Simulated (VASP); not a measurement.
# LiTc12 (a cell with a defect) in VASP: relaxation of the atoms with LDA

Aim: the relaxation of the atoms of LiTc12 (a cell with a defect) with LDA.

Everything below comes from runs of VASP 6.6.1. Logs are shortened: lines on timing, memory, paths and dates and some standing lists are left out, and cuts for length are marked.

**1. The cell of the first run**

The cell holds a defect, 13 atoms: a = 5.480 Å, b = 8.220 Å, c = 4.395 Å, α = 90.00°, β = 90.00°, γ = 120.00°.

**2. Relaxation of the atoms, LDA**

Input file INCAR:

```
PREC     = Accurate       # precision mode
ENCUT    = 520            # plane-wave cutoff, eV
EDIFF    = 1E-6           # SCF threshold, eV
ISMEAR   = -1             # smearing method
SIGMA    = 0.15           # smearing width, eV
LREAL    = False          # projectors in reciprocal space
LASPH    = True           # aspherical terms in the spheres
NELM     = 80             # most SCF steps
ALGO     = Normal         # electronic algorithm
ISIF     = 2              # what is computed and relaxed
LWAVE    = False          # write WAVECAR
LCHARG   = False          # write CHGCAR
GGA      = CA             # functional
IBRION   = 2              # ionic algorithm
NSW      = 45             # ionic steps
EDIFFG   = -0.08          # ionic threshold
KPAR     = 2
```

Input file KPOINTS:

```
regular mesh
0
Gamma
  2 2 2
```

Input file POSCAR:

```
LiTc12
1.0
    5.4800000000      0.0000000000      0.0000000000
   -4.1100000000      7.1187290000      0.0000000000
    0.0000000000      0.0000000000      4.3949600000
Tc Li
12 1
Direct
    0.0000000000      0.0000000000      0.0000000000
    0.1666667000      0.2222222000      0.5000000000
    0.0000000000      0.3333333000      0.0000000000
    0.1666667000      0.5555556000      0.5000000000
    0.0000000000      0.6666667000      0.0000000000
    0.1666667000      0.8888889000      0.5000000000
    0.5000000000      0.0000000000      0.0000000000
    0.6666667000      0.2222222000      0.5000000000
    0.5000000000      0.3333333000      0.0000000000
    0.6666667000      0.5555556000      0.5000000000
    0.5000000000      0.6666667000      0.0000000000
    0.6666667000      0.8888889000      0.5000000000
    0.8224502000      0.7698508000      0.2592372000
```

Potentials or basis: VASP PAW LDA potentials, release 64 (Tc_pv, Li_sv).

Command:

```
$ cat potpaw_LDA.64/Tc_pv/POTCAR potpaw_LDA.64/Li_sv/POTCAR > POTCAR
$ mpirun -np 2 vasp_std > vasp.out
```

OUTCAR:

```text
PREC = Accurate
   ENCUT = 520
   EDIFF = 1E-6
   ISMEAR = -1
   LREAL = False
   LASPH = True
   NELM = 80
   ISIF = 2
   GGA = CA
   IBRION = 2
   NSW = 45
   EDIFFG = -0.08

 ion  position               nearest neighbor table
   1  0.000  0.000  0.000-  13 2.00  12 2.71  12 2.71   2 2.71   2 2.71   6 2.71   6 2.71   3 2.74
                             5 2.74   9 2.74  11 2.74   7 2.74   7 2.74
   2  0.167  0.222  0.500-   9 2.71   9 2.71   1 2.71   1 2.71   3 2.71   3 2.71   6 2.74  12 2.74
                             8 2.74   8 2.74  10 2.74   4 2.74
   3  0.000  0.333  0.000-   8 2.71   8 2.71   2 2.71   2 2.71   4 2.71   4 2.71   1 2.74   7 2.74
                             9 2.74   9 2.74  11 2.74   5 2.74
   4  0.167  0.556  0.500-  11 2.71  11 2.71   5 2.71   5 2.71   3 2.71   3 2.71   6 2.74  12 2.74
                            10 2.74  10 2.74   8 2.74   2 2.74
   5  0.000  0.667  0.000-  13 1.95  10 2.71  10 2.71   6 2.71   6 2.71   4 2.71   4 2.71   1 2.74
                             7 2.74  11 2.74  11 2.74   9 2.74   3 2.74
   6  0.167  0.889  0.500-  13 1.95   7 2.71   7 2.71   5 2.71   5 2.71   1 2.71   1 2.71   2 2.74
                             4 2.74   8 2.74  10 2.74  12 2.74  12 2.74
   7  0.500  0.000  0.000-   6 2.71   6 2.71   8 2.71   8 2.71  12 2.71  12 2.71   9 2.74  11 2.74
                             3 2.74   5 2.74   1 2.74   1 2.74
   8  0.667  0.222  0.500-   3 2.71   3 2.71   7 2.71   7 2.71   9 2.71   9 2.71  12 2.74   6 2.74
                             2 2.74   2 2.74   4 2.74  10 2.74
   9  0.500  0.333  0.000-   2 2.71   2 2.71   8 2.71   8 2.71  10 2.71  10 2.71   7 2.74   1 2.74
                             3 2.74   3 2.74   5 2.74  11 2.74
  10  0.667  0.556  0.500-  13 1.86   5 2.71   5 2.71  11 2.71  11 2.71   9 2.71   9 2.71  12 2.74
                             6 2.74   4 2.74   4 2.74   2 2.74   8 2.74
  11  0.500  0.667  0.000-  13 1.91   4 2.71   4 2.71  12 2.71  12 2.71  10 2.71  10 2.71   7 2.74
                             1 2.74   5 2.74   5 2.74   3 2.74   9 2.74
  12  0.667  0.889  0.500-  13 1.91   1 2.71   1 2.71  11 2.71  11 2.71   7 2.71   7 2.71  10 2.74
                             8 2.74   2 2.74   4 2.74   6 2.74   6 2.74
  13  0.822  0.770  0.259-  10 1.86  11 1.91  12 1.91   5 1.95   6 1.95   1 2.00

  LATTYP: Found a simple monoclinic cell.
 ALAT       =     5.4800000000
 B/A-ratio  =     0.8020000000
 C/A-ratio  =     1.3228756879
 COS(beta)  =    -0.1889822319

  Lattice vectors:

 A1 = (   5.4800000000,   0.0000000000,   0.0000000000)
 A2 = (   0.0000000000,   0.0000000000,   4.3949600000)
 A3 = (  -1.3700000000,  -7.1187290000,   0.0000000000)

Analysis of symmetry for initial positions (statically):
=====================================================================
 Subroutine PRICEL returns:
 Original cell was already a primitive cell.

 Routine SETGRP: Setting up the symmetry group for a
 simple monoclinic supercell.

 Subroutine GETGRP returns: Found  1 space group operations
 (whereof  1 operations were pure point group operations)
 out of a pool of  4 trial point group operations.

The static configuration has the point symmetry C_1 .

Analysis of symmetry for dynamics (positions and initial velocities):
=====================================================================
 Subroutine PRICEL returns:
 Original cell was already a primitive cell.

 Routine SETGRP: Setting up the symmetry group for a
 simple monoclinic supercell.

 Subroutine GETGRP returns: Found  1 space group operations
 (whereof  1 operations were pure point group operations)
 out of a pool of  4 trial point group operations.

The dynamic configuration has the point symmetry C_1 .

 Subroutine INISYM returns: Found  1 space group operations
 (whereof  1 operations are pure point group operations),
 and found     1 'primitive' translations

----------------------------------------------------------------------------------------

                                     Primitive cell

  volume of cell :     171.4502

  direct lattice vectors                    reciprocal lattice vectors
     5.480000000  0.000000000  0.000000000     0.182481752  0.105355886  0.000000000
    -4.110000000  7.118729000  0.000000000     0.000000000  0.140474514  0.000000000
     0.000000000  0.000000000  4.394960000     0.000000000  0.000000000  0.227533356

  length of vectors
     5.480000000  8.220000157  4.394960000     0.210711776  0.140474514  0.227533356

  position of ions in fractional coordinates (direct lattice)
     0.000000000  0.000000000  0.000000000
     0.166666700  0.222222200  0.500000000
     0.000000000  0.333333300  0.000000000
     0.166666700  0.555555600  0.500000000
     0.000000000  0.666666700  0.000000000
     0.166666700  0.888888900  0.500000000
     0.500000000  0.000000000  0.000000000
     0.666666700  0.222222200  0.500000000
     0.500000000  0.333333300  0.000000000
     0.666666700  0.555555600  0.500000000
     0.500000000  0.666666700  0.000000000
     0.666666700  0.888888900  0.500000000
     0.822450200  0.769850800  0.259237200

  ion indices of the primitive-cell ions
   primitive index   ion index
                 1           1
                 2           2
                 3           3
                 4           4
                 5           5
                 6           6
                 7           7
                 8           8
                 9           9
                10          10
                11          11
                12          12
                13          13

----------------------------------------------------------------------------------------

 KPOINTS: regular mesh

Automatic generation of k-mesh.
 Grid dimensions read from file:
 generate k-points for:    2    2    2

 Generating k-lattice:

  Cartesian coordinates                     Fractional coordinates (reciprocal lattice)
     0.091240876  0.052677943  0.000000000     0.500000000  0.000000000  0.000000000
     0.000000000  0.070237257  0.000000000     0.000000000  0.500000000  0.000000000
     0.000000000  0.000000000  0.113766678     0.000000000  0.000000000  0.500000000

  Length of vectors
     0.105355888  0.070237257  0.113766678

  Shift w.r.t. Gamma in fractional coordinates (k-lattice)
     0.000000000  0.000000000  0.000000000

 Subroutine IBZKPT returns following result:
 ===========================================

 Found      8 irreducible k-points:

 Following reciprocal coordinates:
            Coordinates               Weight
  0.000000  0.000000  0.000000      1.000000
  0.500000  0.000000  0.000000      1.000000
  0.000000  0.500000  0.000000      1.000000
  0.500000  0.500000  0.000000      1.000000
  0.000000  0.000000  0.500000      1.000000
  0.500000  0.000000  0.500000      1.000000
  0.000000  0.500000  0.500000      1.000000
  0.500000  0.500000  0.500000      1.000000
   k-points           NKPTS =      8   k-points in BZ     NKDIM =      8   number of bands    NBANDS=     95
   number of dos      NEDOS =    301   number of ions     NIONS =     13
   total plane-waves  NPLWV =  96768
   dimension x,y,z NGX =    42 NGY =   64 NGZ =   36
   dimension x,y,z NGXF=    84 NGYF=  128 NGZF=   72
   ions per type =              12   1
   NGX,Y,Z   is equivalent  to a cutoff of  12.74, 12.94, 13.62 a.u.
   NGXF,Y,Z  is equivalent  to a cutoff of  25.48, 25.89, 27.24 a.u.
 SYSTEM =  unknown system
   PREC   = accura    normal or accurate (medium, high low for compatibility)
   ISTART =      0    job   : 0-new  1-cont  2-samecut
   ICHARG =      2    charge: 1-file 2-atom 10-const
   ISPIN  =      1    spin polarized calculation?
   LNONCOLLINEAR =      F non collinear calculations
   LSORBIT =      F    spin-orbit coupling
   LASPH  =      T    aspherical Exc in radial PAW
   ENCUT  =  520.0 eV  38.22 Ry    6.18 a.u.  10.19 15.28  8.17*2*pi/ulx,y,z
   NELM   =     80;   NELMIN=  2; NELMDL= -5     # of ELM steps
   EDIFF  = 0.1E-05   stopping-criterion for ELM
   LREAL  =      F    real-space projection
   EDIFFG = -.8E-01   stopping-criterion for IOM
   NSW    =     45    number of steps for IOM
   IBRION =      2    ionic relax: 0-MD 1-quasi-New 2-CG
   NFREE  =      1    steps in history (QN), initial steepest desc. (CG)
   ISIF   =      2    stress and relaxation
   ISYM   =      2    0-nonsym 1-usesym 2-fastsym
   POTIM  = 0.5000    time-step for ionic-motion
   TEBEG  =    0.0;   TEEND  =   0.0 temperature during run
   PSTRESS=    0.0 pullay stress
   NELECT =     159.0000    total number of electrons
   NUPDOWN=      -1.0000    fix difference up-down
   EMIN   =  10.00;   EMAX   =-10.00  energy-range for DOS
   EFERMI =   0.00;   METHOD = LEGACY
   ISMEAR =    -1;   SIGMA  =   0.15  broadening in eV -4-tet -1-fermi 0-gaus
   EFERMI_NEDOS =   21; number of points for ismear=-14 and -15
   IALGO  =     38    algorithm
   IMIX   =      4    mixing-type and parameters
     AMIX     =   0.40;   BMIX     =  1.00
     AMIX_MAG =   1.60;   BMIX_MAG =  1.00
  volume/ion in A,a.u.               =      13.19        89.00
  Fermi-wavevector in a.u.,A,eV,Ry     =   1.596472  3.016894 34.677466  2.548722
  Thomas-Fermi vector in A             =   2.694229
   LORBIT       =      0    0 simple, 1 ext, 2 COOP (PROOUT), +10 PAW based schemes
   GGA     = CA    functional components
   LHFCALC =     F    Hartree Fock is set to
   AEXX    =    0.0000 exact exchange contribution
   IVDW    =     0    specifies the selected vdW correction
   LEPSILON=     F    determine dielectric tensor
   LRPA    =     F    only Hartree local field effects (RPA)
 conjugate gradient relaxation of ions
 non-spin polarized calculation
  energy-cutoff  :      520.00
  volume of cell :      171.45
 maximum number of plane-waves:      4640
 NGX is ok and might be reduce to    42
   NGX = 21   NGY = 31   NGZ = 17

--------------------------------------- Ionic step        1  -------------------------------------------

 number of electron     159.0000007 magnetization

 Free energy of the ion-electron system (eV)
  ---------------------------------------------------
  ext. energy  EPLUGINS =         0.00000000
  ---------------------------------------------------
  free energy    TOTEN  =      -136.84712248 eV

  energy without entropy =     -135.55479260  energy(sigma->0) =     -136.20095754

------------------------ aborting loop because EDIFF is reached ----------------------------------------

  FORCE on cell =-STRESS in cart. coord.  units (eV):
  Direction    XX          YY          ZZ          XY          YZ          ZX
  --------------------------------------------------------------------------------------
  -------------------------------------------------------------------------------------
  Total       10.6658125      4.3992177      4.9638456      0.1712327     -0.5728210     -0.0705028
  in kB       99.6704872     41.1100577     46.3864246      1.6001447     -5.3529302     -0.6588385
  external PRESSURE =      62.3889898 kB  Pullay stress =       0.0000000 kB
[... 122 lines left out ...]
  FREE ENERGIE OF THE ION-ELECTRON SYSTEM (eV)
  ---------------------------------------------------
  free  energy   TOTEN  =      -139.2560880161 eV

  energy  without entropy=     -138.1702518835  energy(sigma->0) =     -138.71316995

[... ionic steps 4 to 9 ...]

--------------------------------------- Ionic step       10  -------------------------------------------

 number of electron     158.9999995 magnetization

------------------------ aborting loop because EDIFF is reached ----------------------------------------
[... 89 lines left out ...]
--------------------------------------- Ionic step       12  -------------------------------------------

 number of electron     158.9999993 magnetization

 Free energy of the ion-electron system (eV)
  ---------------------------------------------------
  ext. energy  EPLUGINS =         0.00000000
  ---------------------------------------------------
  free energy    TOTEN  =      -139.64423467 eV

  energy without entropy =     -138.77586316  energy(sigma->0) =     -139.21004891

 E-fermi :  12.8736     XC(G=0): -14.1114

 val. band max:       12.7893993775   @ k =   0.5000   0.0000   0.5000
 cond. band min:      12.8895279811   @ k =   0.5000   0.5000   0.5000
 fundamental gap:      0.1001286036
 Fermi energy:        12.8735713940

 k-point     1 :       0.0000    0.0000    0.0000
  band No.  band energies     occupation
      1     -31.5114      2.00000
      2     -26.4629      2.00000
      3     -26.3164      2.00000
      4     -26.2558      2.00000
      5     -26.2246      2.00000
      6     -26.1944      2.00000
[... 741 lines left out ...]
     90      15.1711      0.00000
     91      15.4048      0.00000
 [bands above 91 left out]

------------------------ aborting loop because EDIFF is reached ----------------------------------------

  FORCE on cell =-STRESS in cart. coord.  units (eV):
  Direction    XX          YY          ZZ          XY          YZ          ZX
  --------------------------------------------------------------------------------------
  -------------------------------------------------------------------------------------
  Total       11.5572168      4.0149075     10.9230544     -0.3562111      1.5580235     -0.2558546
  in kB      108.0005326     37.5187340    102.0743762     -3.3287412     14.5595057     -2.3909249
  external PRESSURE =      82.5312143 kB  Pullay stress =       0.0000000 kB
[... 28 lines left out ...]
  FREE ENERGIE OF THE ION-ELECTRON SYSTEM (eV)
  ---------------------------------------------------
  free  energy   TOTEN  =      -139.6442346652 eV

  energy  without entropy=     -138.7758631638  energy(sigma->0) =     -139.21004891

 reached required accuracy - stopping structural energy minimisation
```

It took 12 min on 2 MPI ranks of AMD EPYC 7R13 (Zen 3), shared host; peak memory 0.26 GiB.

Results:

- Free energy: -139.6442 eV
- Energy gained by relaxing: 215.2 meV/atom
- Ionic steps: 12
- Largest force after relaxing: 0.075 eV/Å
- Band gap on the k mesh: zero (an odd number of electrons rules out a gap without spin polarisation)

Forces in eV/Å, atoms in the order of the input:
```
Tc   0.024  0.000  0.023
Tc  -0.030  0.002 -0.041
Tc  -0.035  0.004  0.067
Tc  -0.021  0.027  0.004
Tc   0.002  0.001 -0.032
Tc  -0.001 -0.014  0.001
Tc   0.026 -0.043  0.001
Tc   0.015  0.009 -0.047
Tc   0.036 -0.001  0.028
Tc  -0.026 -0.003 -0.036
Tc   0.014  0.005  0.004
Tc  -0.023 -0.010  0.046
Li   0.019  0.022 -0.017
```

The path:
```csv
step,energy change (eV),largest force (eV/Å),pressure (GPa)
1,0.0000,4.7695,6.24
2,-2.4037,1.4027,7.62
3,-2.4090,1.3242,8.06
4,-2.7024,0.5360,9.19
5,-2.7034,0.6439,9.32
6,-2.7676,0.2585,8.35
7,-2.7707,0.2590,8.14
8,-2.7870,0.1837,8.18
9,-2.7883,0.2554,8.21
10,-2.7934,0.0871,8.26
11,-2.7940,0.1373,8.28
12,-2.7971,0.0754,8.25
```

Final structure:
```xyz
13
Lattice="5.4800 0.0000 0.0000 -4.1100 7.1187 0.0000 0.0000 0.0000 4.3950" Properties=species:S:1:pos:R:3 pbc="T T T"
Tc    0.0057    0.1648    4.2727
Tc   -0.0391    1.5984    2.1969
Tc    4.0852    2.3190    4.3285
Tc   -1.3654    4.0206    2.1422
Tc   -2.6629    4.6366    4.2099
Tc   -2.6414    6.4412    2.3589
Tc   -1.3781    7.0531    0.0549
Tc    2.7661    1.6276    2.2638
Tc    1.4052    2.3490    0.0112
Tc    1.3616    3.7730    2.3367
Tc   -0.1079    4.6274    4.2334
Tc   -0.0783    6.4357    2.3881
Li    1.3621    5.5193    1.1068
```

Caveat: the k points lie up to 0.71 Å⁻¹ apart, too coarse for converged energies and pressures of a metal; the cutoff is under 1.25 times the usual one of these potentials, so pressure, stress and relaxed cells hold a basis-set (Pulay) error; the relaxation stopped at a loose force limit of 0.08 eV/Å, so its end isn't a converged minimum.

The gap in the log of VASP goes by the Fermi energy; the results here count the filled bands.